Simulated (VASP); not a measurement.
Al2Si3N:

```xyz
6
Lattice="2.3136 1.3358 4.1102 -2.3136 1.3358 4.1102 0.0000 -2.6715 4.1102" Properties=species:S:1:pos:R:3 pbc="T T T"
Al    0.0000    0.0000   10.8334
Al    0.0000    0.0000    1.4972
Si    1.1568   -0.6679    4.1102
Si    0.0000    1.3358    4.1102
Si   -1.1568   -0.6679    4.1102
N     0.0000    0.0000    6.1653
```

* Program: VASP 6.6.1
* Task: relaxation of cell and atoms
* Functional: PBE
* Potentials or basis: VASP PAW PBE potentials, release 64 (Al, Si, N)
* Cutoff: 600 eV
* k mesh: 6 × 6 × 6
* Occupations: gaussian, width 0.1 eV
* Spin: no spin polarisation

At the start: pressure 12.5 GPa; volume 12.70 Å³/atom.

Q: How do energy, volume and symmetry change on relaxing?

A: Over 13 steps the energy falls by 265.6 meV/atom and the volume is 14.36 Å³/atom (+13.1 %); space group R-3m (No. 166, to 0.05 Å).

Step by step:
| step | energy change (eV) | largest force (eV/Å) | pressure (GPa) | volume (Å³) |
| --- | --- | --- | --- | --- |
| 1 | 0.0000 | 0.4362 | 12.46 | 76.21 |
| 2 | -0.5535 | 0.1565 | -3.37 | 87.48 |
| 3 | -0.5545 | 0.1690 | -2.79 | 86.86 |
| 4 | -0.7128 | 0.0326 | -1.58 | 85.08 |
| 5 | -0.9729 | 0.2761 | 5.67 | 79.22 |
| 6 | -1.0670 | 0.1933 | 4.81 | 79.90 |
| 7 | -1.3218 | 0.0084 | 2.39 | 81.66 |
| 8 | -1.4049 | 1.4922 | 4.66 | 83.78 |
| 9 | -1.4625 | 0.2707 | 2.03 | 82.60 |
| 10 | -1.5426 | 0.7729 | 2.80 | 83.30 |
| 11 | -1.5901 | 0.2025 | 0.21 | 85.68 |
| 12 | -1.5923 | 0.0611 | -0.45 | 86.35 |
| 13 | -1.5939 | 0.0185 | -0.09 | 86.18 |

Final structure:
```
Al Si N
1.0
     2.86075    1.65166    3.03982
    -2.86075    1.65166    3.03982
     0.00000   -3.30331    3.03982
Al Si N
2 3 1
Cartesian
  0.0000 0.0000 7.9146
  0.0000 0.0000 1.2049
  1.4304 -0.8258 3.0398
  0.0000 1.6517 3.0398
  -1.4304 -0.8258 3.0398
  0.0000 0.0000 4.5597
```
